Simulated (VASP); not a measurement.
# Ta4O (Pm-3m) in VASP: notebook

Ta4O is run at these levels: PBE; tasks: single point, relaxation of cell and atoms.

All numbers are computed with VASP 6.6.1; they aren't measurements. Logs are shortened: lines on timing, memory, paths and dates and some standing lists are left out, and cuts for length are marked.

## Step 1: The cell of the first run

The structure is cubic, space group Pm-3m (No. 221). The conventional cell has a = 4.268 Å, b = 4.268 Å, c = 4.268 Å, α = 90.00°, β = 90.00°, γ = 90.00°. Within 4.0 Å of Ta (site symmetry m-3m) lie 12 Ta at 3.02 Å and 8 O at 3.70 Å. Ta (site symmetry 4/mmm) has 2 O at 2.13 Å within 2.8 Å. Within 2.8 Å of O (site symmetry m-3m) lie 6 Ta at 2.13 Å.

## Step 2: Single point, PBE

The input, INCAR:

```
PREC     = Accurate       # precision mode
ENCUT    = 520            # plane-wave cutoff, eV
EDIFF    = 1E-7           # SCF threshold, eV
ISMEAR   = 0              # smearing method
SIGMA    = 0.1            # smearing width, eV
LREAL    = False          # projectors in reciprocal space
LASPH    = True           # aspherical terms in the spheres
NELM     = 60             # most SCF steps
ALGO     = Normal         # electronic algorithm
ISIF     = 2              # what is computed and relaxed
LWAVE    = False          # write WAVECAR
LCHARG   = True           # write CHGCAR
GGA      = PE             # functional
LELF     = True           # ELF
LVHAR    = True         
NBANDS   = 33             # bands
```

The input, KPOINTS:

```
Automatic mesh
0
Gamma
  4 4 4
```

The input, POSCAR:

```
Ta4O
1.0
    4.2679820300      0.0000000000      0.0000000000
    0.0000000000      4.2679820300      0.0000000000
    0.0000000000      0.0000000000      4.2679820300
Ta O
4 1
Direct
    0.0000000000      0.0000000000      0.0000000000
    0.5000000000      0.5000000000      0.0000000000
    0.5000000000      0.0000000000      0.5000000000
    0.0000000000      0.5000000000      0.5000000000
    0.5000000000      0.5000000000      0.5000000000
```

Potentials or basis: VASP PAW PBE potentials, release 64 (Ta_pv, O).

On the command line:

```bash
$ cat potpaw_PBE.64/Ta_pv/POTCAR potpaw_PBE.64/O/POTCAR > POTCAR
$ mpirun -np 1 vasp_std > vasp.out
```

OUTCAR:

```text
PREC = Accurate
   ENCUT = 520
   EDIFF = 1E-7
   ISMEAR = 0
   LREAL = False
   LASPH = True
   NELM = 60
   ISIF = 2
   GGA = PE

 ion  position               nearest neighbor table
   1  0.000  0.000  0.000-   2 3.02   3 3.02   4 3.02   3 3.02   4 3.02   2 3.02   4 3.02   4 3.02
                             2 3.02   3 3.02   3 3.02   2 3.02
   2  0.500  0.500  0.000-   5 2.13   5 2.13   4 3.02   1 3.02   3 3.02   4 3.02   3 3.02   1 3.02
                             3 3.02   3 3.02   1 3.02   4 3.02   4 3.02   1 3.02
   3  0.500  0.000  0.500-   5 2.13   5 2.13   4 3.02   1 3.02   1 3.02   2 3.02   2 3.02   4 3.02
                             2 3.02   2 3.02   1 3.02   4 3.02   1 3.02   4 3.02
   4  0.000  0.500  0.500-   5 2.13   5 2.13   3 3.02   1 3.02   1 3.02   2 3.02   1 3.02   3 3.02
                             1 3.02   2 3.02   3 3.02   2 3.02   2 3.02   3 3.02
   5  0.500  0.500  0.500-   2 2.13   3 2.13   4 2.13   2 2.13   3 2.13   4 2.13

  LATTYP: Found a simple cubic cell.
 ALAT       =     4.2679820300

  Lattice vectors:

 A1 = (   4.2679820300,   0.0000000000,   0.0000000000)
 A2 = (   0.0000000000,   4.2679820300,   0.0000000000)
 A3 = (   0.0000000000,   0.0000000000,   4.2679820300)

Analysis of symmetry for initial positions (statically):
=====================================================================
 Subroutine PRICEL returns:
 Original cell was already a primitive cell.

 Routine SETGRP: Setting up the symmetry group for a
 simple cubic supercell.

 Subroutine GETGRP returns: Found 48 space group operations
 (whereof 48 operations were pure point group operations)
 out of a pool of 48 trial point group operations.

The static configuration has the point symmetry O_h .

Analysis of symmetry for dynamics (positions and initial velocities):
=====================================================================
 Subroutine PRICEL returns:
 Original cell was already a primitive cell.

 Routine SETGRP: Setting up the symmetry group for a
 simple cubic supercell.

 Subroutine GETGRP returns: Found 48 space group operations
 (whereof 48 operations were pure point group operations)
 out of a pool of 48 trial point group operations.

The dynamic configuration has the point symmetry O_h .

 Subroutine INISYM returns: Found 48 space group operations
 (whereof 48 operations are pure point group operations),
 and found     1 'primitive' translations

----------------------------------------------------------------------------------------

                                     Primitive cell

  volume of cell :      77.7442

  direct lattice vectors                    reciprocal lattice vectors
[... 83 lines left out ...]
   NFREE  =      0    steps in history (QN), initial steepest desc. (CG)
   ISIF   =      2    stress and relaxation
   ISYM   =      2    0-nonsym 1-usesym 2-fastsym
   POTIM  = 0.5000    time-step for ionic-motion
   TEBEG  =    0.0;   TEEND  =   0.0 temperature during run
   PSTRESS=    0.0 pullay stress
   NELECT =      50.0000    total number of electrons
   NUPDOWN=      -1.0000    fix difference up-down
   EMIN   =  10.00;   EMAX   =-10.00  energy-range for DOS
   EFERMI =   0.00;   METHOD = LEGACY
   ISMEAR =     0;   SIGMA  =   0.10  broadening in eV -4-tet -1-fermi 0-gaus
   EFERMI_NEDOS =   21; number of points for ismear=-14 and -15
   IALGO  =     38    algorithm
   IMIX   =      4    mixing-type and parameters
     AMIX     =   0.40;   BMIX     =  1.00
     AMIX_MAG =   1.60;   BMIX_MAG =  1.00
  volume/ion in A,a.u.               =      15.55       104.93
  Fermi-wavevector in a.u.,A,eV,Ry     =   1.413109  2.670388 27.169152  1.996876
  Thomas-Fermi vector in A             =   2.534788
   LORBIT       =      0    0 simple, 1 ext, 2 COOP (PROOUT), +10 PAW based schemes
   GGA     = PE    functional components
   LHFCALC =     F    Hartree Fock is set to
   AEXX    =    0.0000 exact exchange contribution
   IVDW    =     0    specifies the selected vdW correction
   LEPSILON=     F    determine dielectric tensor
   LRPA    =     F    only Hartree local field effects (RPA)
 non-spin polarized calculation
 Gauss-broadening in eV      SIGMA  =   0.10
  energy-cutoff  :      520.00
  volume of cell :       77.74
 maximum number of plane-waves:      2176
 NGX is ok and might be reduce to    32
   NGX = 15   NGY = 15   NGZ = 15

 number of electron      49.9999979 magnetization

 Free energy of the ion-electron system (eV)
  ---------------------------------------------------
  ext. energy  EPLUGINS =         0.00000000
  ---------------------------------------------------
  free energy    TOTEN  =       -55.01620845 eV

  energy without entropy =      -55.00284937  energy(sigma->0) =      -55.00952891

 E-fermi :   6.5715     XC(G=0): -12.6705

 val. band max:        6.5705845655   @ k =   0.5000   0.0000   0.0000
 cond. band min:       6.6002599557   @ k =   0.2500   0.2500   0.2500
 fundamental gap:      0.0296753902
 Fermi energy:         6.5715354718

 k-point     1 :       0.0000    0.0000    0.0000
  band No.  band energies     occupation
      1     -28.7053      2.00000
      2     -28.7053      2.00000
      3     -28.7053      2.00000
      4     -28.0337      2.00000
      5     -28.0337      2.00000
      6     -28.0337      2.00000
[... 349 lines left out ...]
     32      11.4709      0.00000
     33      11.4719      0.00000

------------------------ aborting loop because EDIFF is reached ----------------------------------------

  FORCE on cell =-STRESS in cart. coord.  units (eV):
  Direction    XX          YY          ZZ          XY          YZ          ZX
  --------------------------------------------------------------------------------------
  -------------------------------------------------------------------------------------
  Total        1.9712599      1.9712599      1.9712599     -0.0000000      0.0000000      0.0000000
  in kB       40.6243769     40.6243769     40.6243769     -0.0000000      0.0000000      0.0000000
  external PRESSURE =      40.6243769 kB  Pullay stress =       0.0000000 kB

 VOLUME and BASIS-vectors are now :
 -----------------------------------------------------------------------------
  energy-cutoff  :      520.00
  volume of cell :       77.74
      direct lattice vectors                 reciprocal lattice vectors
     4.267982030  0.000000000  0.000000000     0.234302767  0.000000000  0.000000000
     0.000000000  4.267982030  0.000000000     0.000000000  0.234302767  0.000000000
     0.000000000  0.000000000  4.267982030     0.000000000  0.000000000  0.234302767

 POSITION                                       TOTAL-FORCE (eV/Angst)
 -----------------------------------------------------------------------------------
      0.00000      0.00000      0.00000         0.000000      0.000000      0.000000
      2.13399      2.13399      0.00000         0.000000      0.000000      0.000000
      2.13399      0.00000      2.13399         0.000000      0.000000      0.000000
      0.00000      2.13399      2.13399         0.000000      0.000000      0.000000
      2.13399      2.13399      2.13399         0.000000      0.000000      0.000000
 -----------------------------------------------------------------------------------
    total drift:                                0.000000     -0.000000     -0.000000

  FREE ENERGIE OF THE ION-ELECTRON SYSTEM (eV)
  ---------------------------------------------------
  free  energy   TOTEN  =       -55.0162084510 eV

  energy  without entropy=      -55.0028493702  energy(sigma->0) =      -55.00952891
```

Wall time 31 s (1 thread of Intel Xeon 6975P-C, shared host); peak memory 0.18 GiB.

Results:

- Free energy: -55.0162 eV
- Pressure: 4.1 GPa
- Band gap on the k mesh: zero (band 25 reaches 6.95 eV, above the bottom of band 26 at 5.88 eV)

Caveat: the k points lie up to 0.37 Å⁻¹ apart; spin-orbit coupling is left out, which moves the levels of the heavy elements.

[end of part 1 of 2]
